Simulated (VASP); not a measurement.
A run of VASP 6.6.1 is set up as follows.

File INCAR:

```
PREC = Accurate
ENCUT = 600
EDIFF = 1E-6
ISMEAR = 0
SIGMA = 0.1
LREAL = False
LASPH = True
NELM = 100
ALGO = Normal
ISIF = 3
LWAVE = False
LCHARG = False
GGA = PE
IBRION = 2
NSW = 90
EDIFFG = -0.04
```

KPOINTS

```
regular mesh
0
Gamma
  6 6 4
```

File POSCAR:

```
TiGeSe4
1.0
    4.9655490881      0.0000000000      0.0000000000
   -2.4827745440      4.3002916540      0.0000000000
    0.0000000000      0.0000000000      5.5881038723
Ti Ge Se
1 1 4
Direct
    0.0000000000      0.0000000000      0.5000000000
    0.0000000000      0.0000000000      0.0000000000
    0.3333333333      0.6666666667      0.7393513979
    0.3333333333      0.6666666667      0.2606486021
    0.6666666667      0.3333333333      0.7393513979
    0.6666666667      0.3333333333      0.2606486021
```

Potentials or basis: VASP PAW PBE potentials, release 64 (Ti_sv, Ge_d, Se).

Run with:

```bash
$ cat potpaw_PBE.64/Ti_sv/POTCAR potpaw_PBE.64/Ge_d/POTCAR potpaw_PBE.64/Se/POTCAR > POTCAR
$ mpirun -np 1 vasp_std > vasp.out
```

Problem. What does it give for the space group after relaxing (to 0.1 Å)?

Solution. P6/mmm (No. 191).

Problem. What does it give for the relaxed volume?

Solution. 20.03 Å³/atom.

Final structure:
```
CELL_PARAMETERS angstrom
4.94154 0.00000 0.00000
-2.47077 4.27950 0.00000
0.00000 0.00000 5.68227
ATOMIC_POSITIONS crystal
Ti 0.00000 0.00000 0.50000
Ge 0.00000 0.00000 0.00000
Se 0.33333 0.66667 0.73314
Se 0.33333 0.66667 0.26686
Se 0.66667 0.33333 0.73314
Se 0.66667 0.33333 0.26686
```
